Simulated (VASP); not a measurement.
Input of a VASP 6.6.1 run:

The input INCAR:

```
SYSTEM = Sn
PREC = Accurate
ENCUT = 520
EDIFF = 1E-6
ISMEAR = 0
SIGMA = 0.15
LREAL = .FALSE.
LASPH = .TRUE.
NELM = 100
ALGO = Fast
ISIF = 2
LWAVE = .FALSE.
LCHARG = .TRUE.
GGA = PS
LELF = .TRUE.
LVHAR = .TRUE.
NBANDS = 13
```

File KPOINTS:

```
Automatic mesh
0
G
  20 20 20
  0 0 0
```

File POSCAR:

```
Sn
1.0
   -1.7359942956      1.7359942956      2.2567925842
    1.7359942956     -1.7359942956      2.2567925842
    1.7359942956      1.7359942956     -2.2567925842
Sn
1
Direct
    0.0000000000      0.0000000000      0.0000000000
```

Potentials or basis: VASP PAW PBE potentials, release 64 (Sn_d).

Command:

```console
$ cat potpaw_PBE.64/Sn_d/POTCAR > POTCAR
$ mpirun -np 1 vasp_std > vasp.out
```

Q: What does it give for the pressure?

A: -1.4 GPa.

Q: Predict the band gap on the k mesh.

A: Zero (bands 7 and 8 overlap by 9.72 eV).

Stress tensor (GPa, compression positive):
```
-1.36  0.00  0.00
 0.00 -1.36  0.00
 0.00  0.00 -1.57
```

Caveat: the PAW data sets were made with another functional, which shifts forces and pressure a little; spin-orbit coupling is left out, which moves the levels of the heavy elements.
